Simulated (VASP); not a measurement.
# KZnI3 (P4mm) in VASP: single point with PBE

Aim: the single point of KZnI3 with PBE.

Everything below comes from runs of VASP 6.6.1. Logs are shortened: lines on timing, memory, paths and dates and some standing lists are left out, and cuts for length are marked.

## Step 1: The cell of the first run

The structure is tetragonal, space group P4mm (No. 99). Conventional cell: a = 5.498 Å, b = 5.498 Å, c = 7.129 Å, α = 90.00°, β = 90.00°, γ = 90.00°. K (site symmetry 4mm) has 8 I at 3.70 to 4.00 Å and 4 Zn at 4.22 Å within 4.9 Å. Zn (site symmetry 4mm) has 5 I at 2.60 to 2.87 Å within 3.4 Å. I (site symmetry 4mm) has 1 Zn at 2.60 Å within 3.4 Å. Within 3.9 Å of I (site symmetry 2mm) lie 2 Zn at 2.87 Å and 2 K at 3.70 Å and 4 I at 3.89 Å.

The cell was generated, and may not be a known phase.

## Step 2: Single point, PBE

INCAR reads:

```
PREC = Accurate ; ENCUT = 520
EDIFF = 1E-7 ; ISMEAR = 0
SIGMA = 0.1 ; LREAL = False
LASPH = True ; NELM = 100
ALGO = Normal ; ISIF = 2
LWAVE = False ; LCHARG = False
GGA = PE ; NBANDS = 29
```

KPOINTS reads:

```
Automatic mesh
0
Gamma
  6 6 6
```

POSCAR reads:

```
KZnI3
1.0
    5.4984088920      0.0000000000      0.0000000000
    0.0000000000      5.4984088920      0.0000000000
    0.0000000000      0.0000000000      7.1290190594
K Zn I
1 1 3
Direct
    0.0000000000      0.0000000000     -0.0733725923
    0.5000000000      0.5000000000      0.6962370893
    0.5000000000      0.5000000000      0.0604891755
    0.0000000000      0.5000000000      0.5792731788
    0.5000000000      0.0000000000      0.5792731788
```

Potentials or basis: VASP PAW PBE potentials, release 64 (K_sv, Zn, I).

Run with:

```
$ cat potpaw_PBE.64/K_sv/POTCAR potpaw_PBE.64/Zn/POTCAR potpaw_PBE.64/I/POTCAR > POTCAR
$ mpirun -np 1 vasp_std > vasp.out
```

OUTCAR:

```text
PREC = Accurate
   ENCUT = 520
   EDIFF = 1E-7
   ISMEAR = 0
   LREAL = False
   LASPH = True
   NELM = 100
   ISIF = 2
   GGA = PE

 ion  position               nearest neighbor table
   1  0.000  0.000  0.927-
   2  0.500  0.500  0.696-   3 2.60   4 2.87   5 2.87   5 2.87   4 2.87
   3  0.500  0.500  0.060-   2 2.60
   4  0.000  0.500  0.579-   2 2.87   2 2.87
   5  0.500  0.000  0.579-   2 2.87   2 2.87

  LATTYP: Found a simple tetragonal cell.
 ALAT       =     5.4984088920
 C/A-ratio  =     1.2965603685

  Lattice vectors:

 A1 = (   5.4984088920,   0.0000000000,   0.0000000000)
 A2 = (   0.0000000000,   5.4984088920,   0.0000000000)
 A3 = (   0.0000000000,   0.0000000000,   7.1290190594)

Analysis of symmetry for initial positions (statically):
=====================================================================
 Subroutine PRICEL returns:
 Original cell was already a primitive cell.

 Routine SETGRP: Setting up the symmetry group for a
 simple tetragonal supercell.

 Subroutine GETGRP returns: Found  8 space group operations
 (whereof  8 operations were pure point group operations)
 out of a pool of 16 trial point group operations.

The static configuration has the point symmetry C_4v.

Analysis of symmetry for dynamics (positions and initial velocities):
=====================================================================
 Subroutine PRICEL returns:
 Original cell was already a primitive cell.

 Routine SETGRP: Setting up the symmetry group for a
 simple tetragonal supercell.

 Subroutine GETGRP returns: Found  8 space group operations
 (whereof  8 operations were pure point group operations)
 out of a pool of 16 trial point group operations.

The dynamic configuration has the point symmetry C_4v.

 Subroutine INISYM returns: Found  8 space group operations
 (whereof  8 operations are pure point group operations),
 and found     1 'primitive' translations

----------------------------------------------------------------------------------------

                                     Primitive cell

  volume of cell :     215.5281

  direct lattice vectors                    reciprocal lattice vectors
     5.498408892  0.000000000  0.000000000     0.181870796  0.000000000  0.000000000
     0.000000000  5.498408892  0.000000000     0.000000000  0.181870796  0.000000000
[... 91 lines left out ...]
   EDIFF  = 0.1E-06   stopping-criterion for ELM
   LREAL  =      F    real-space projection
   EDIFFG = 0.1E-05   stopping-criterion for IOM
   NSW    =      0    number of steps for IOM
   IBRION =     -1    ionic relax: 0-MD 1-quasi-New 2-CG
   NFREE  =      0    steps in history (QN), initial steepest desc. (CG)
   ISIF   =      2    stress and relaxation
   ISYM   =      2    0-nonsym 1-usesym 2-fastsym
   POTIM  = 0.5000    time-step for ionic-motion
   TEBEG  =    0.0;   TEEND  =   0.0 temperature during run
   PSTRESS=    0.0 pullay stress
   NELECT =      42.0000    total number of electrons
   NUPDOWN=      -1.0000    fix difference up-down
   EMIN   =  10.00;   EMAX   =-10.00  energy-range for DOS
   EFERMI =   0.00;   METHOD = LEGACY
   ISMEAR =     0;   SIGMA  =   0.10  broadening in eV -4-tet -1-fermi 0-gaus
   EFERMI_NEDOS =   21; number of points for ismear=-14 and -15
   IALGO  =     38    algorithm
   IMIX   =      4    mixing-type and parameters
     AMIX     =   0.40;   BMIX     =  1.00
     AMIX_MAG =   1.60;   BMIX_MAG =  1.00
  volume/ion in A,a.u.               =      43.11       290.89
  Fermi-wavevector in a.u.,A,eV,Ry     =   0.949125  1.793586 12.256643  0.900838
  Thomas-Fermi vector in A             =   2.077378
   LORBIT       =      0    0 simple, 1 ext, 2 COOP (PROOUT), +10 PAW based schemes
   GGA     = PE    functional components
   LHFCALC =     F    Hartree Fock is set to
   AEXX    =    0.0000 exact exchange contribution
   IVDW    =     0    specifies the selected vdW correction
   LEPSILON=     F    determine dielectric tensor
   LRPA    =     F    only Hartree local field effects (RPA)
 non-spin polarized calculation
 Gauss-broadening in eV      SIGMA  =   0.10
  energy-cutoff  :      520.00
  volume of cell :      215.53
 maximum number of plane-waves:      5856
 NGX is ok and might be reduce to    42
   NGX = 21   NGY = 21   NGZ = 27

 number of electron      41.9999990 magnetization

 Free energy of the ion-electron system (eV)
  ---------------------------------------------------
  ext. energy  EPLUGINS =         0.00000000
  ---------------------------------------------------
  free energy    TOTEN  =       -10.81539941 eV

  energy without entropy =      -10.81341260  energy(sigma->0) =      -10.81440600

 E-fermi :   1.0961     XC(G=0):  -7.2815

 val. band max:        1.0851005773   @ k =   0.0000   0.0000   0.1667
 cond. band min:       1.3564385609   @ k =   0.0000   0.0000   0.3333
 fundamental gap:      0.2713379835
 Fermi energy:         1.0960911885

 k-point     1 :       0.0000    0.0000    0.0000
  band No.  band energies     occupation
      1     -29.0992      2.00000
      2     -12.5925      2.00000
      3     -12.5732      2.00000
      4     -12.5732      2.00000
      5     -11.3435      2.00000
      6     -10.8513      2.00000
[... 757 lines left out ...]
     28       6.8672      0.00000
     29       7.2724      0.00000

 [... further k-points ...]

------------------------ aborting loop because EDIFF is reached ----------------------------------------

  FORCE on cell =-STRESS in cart. coord.  units (eV):
  Direction    XX          YY          ZZ          XY          YZ          ZX
  --------------------------------------------------------------------------------------
  -------------------------------------------------------------------------------------
  Total        0.0239135      0.0239135      0.0426517      0.0000000      0.0000000      0.0000000
  in kB        0.1777667      0.1777667      0.3170610      0.0000000      0.0000000      0.0000000
  external PRESSURE =       0.2241981 kB  Pullay stress =       0.0000000 kB

 VOLUME and BASIS-vectors are now :
 -----------------------------------------------------------------------------
  energy-cutoff  :      520.00
  volume of cell :      215.53
      direct lattice vectors                 reciprocal lattice vectors
     5.498408892  0.000000000  0.000000000     0.181870796  0.000000000  0.000000000
     0.000000000  5.498408892  0.000000000     0.000000000  0.181870796  0.000000000
     0.000000000  0.000000000  7.129019059     0.000000000  0.000000000  0.140271753

 POSITION                                       TOTAL-FORCE (eV/Angst)
 -----------------------------------------------------------------------------------
      0.00000      0.00000      6.60594         0.000000     -0.000000      0.005578
      2.74920      2.74920      4.96349         0.000000     -0.000000     -0.011159
      2.74920      2.74920      0.43123         0.000000      0.000000      0.012130
      0.00000      2.74920      4.12965         0.000000     -0.000000     -0.003274
      2.74920      0.00000      4.12965        -0.000000     -0.000000     -0.003274
 -----------------------------------------------------------------------------------
    total drift:                                0.000000     -0.000000     -0.001340

  FREE ENERGIE OF THE ION-ELECTRON SYSTEM (eV)
  ---------------------------------------------------
  free  energy   TOTEN  =       -10.8153994052 eV

  energy  without entropy=      -10.8134125996  energy(sigma->0) =      -10.81440600
```

Wall time 5.6 min (1 thread of Intel Xeon Platinum 8259CL at 2.50GHz (Skylake/Cascade Lake), shared host); peak memory 0.46 GiB.

Results:

```yaml
Free_energy: -10.8154 eV
Pressure: 0.0 GPa
Largest_force: 0.012 eV/Å
Band_gap_on_the_k_mesh: zero (bands 21 and 22 overlap by 0.16 eV)
```

Forces on the atoms (eV/Å):
```
K    0.000  0.000  0.006
Zn   0.000  0.000 -0.011
I    0.000  0.000  0.012
I    0.000  0.000 -0.003
I    0.000  0.000 -0.003
```

Caveat: semilocal functionals underestimate gaps, and a narrow one can read as zero; spin-orbit coupling is left out, which moves the levels of the heavy elements.

The gap in the log of VASP goes by the Fermi energy; the results here count the filled bands.